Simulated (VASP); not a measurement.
Here is a VASP 6.6.1 calculation.

The input INCAR:

```
PREC = Accurate
ENCUT = 520
EDIFF = 1E-6
ISMEAR = -1
SIGMA = 0.1
LREAL = F
LASPH = T
NELM = 100
ALGO = Normal
ISIF = 2
LWAVE = F
LCHARG = F
GGA = PS
NBANDS = 8
```

The input KPOINTS:

```
Automatic mesh
0
Gamma
  20 20 20
```

The input POSCAR:

```
C
1.0
    0.0000000000      1.5574929975      1.5574929975
    1.5574929975      0.0000000000      1.5574929975
    1.5574929975      1.5574929975      0.0000000000
C
1
Direct
    0.0000000000      0.0000000000      0.0000000000
```

Potentials or basis: VASP PAW PBE potentials, release 64 (C).

Launch:

```console
$ cat potpaw_PBE.64/C/POTCAR > POTCAR
$ mpirun -np 1 vasp_std > vasp.out
```

**Question.** Predict the pressure.

**Answer.** -11.6 GPa.

**Question.** What does it give for the band gap on the k mesh?

**Answer.** Zero (band 2 reaches 14.91 eV, above the bottom of band 3 at 3.79 eV).

Caveat: the PAW data sets were made with another functional, which shifts forces and pressure a little.
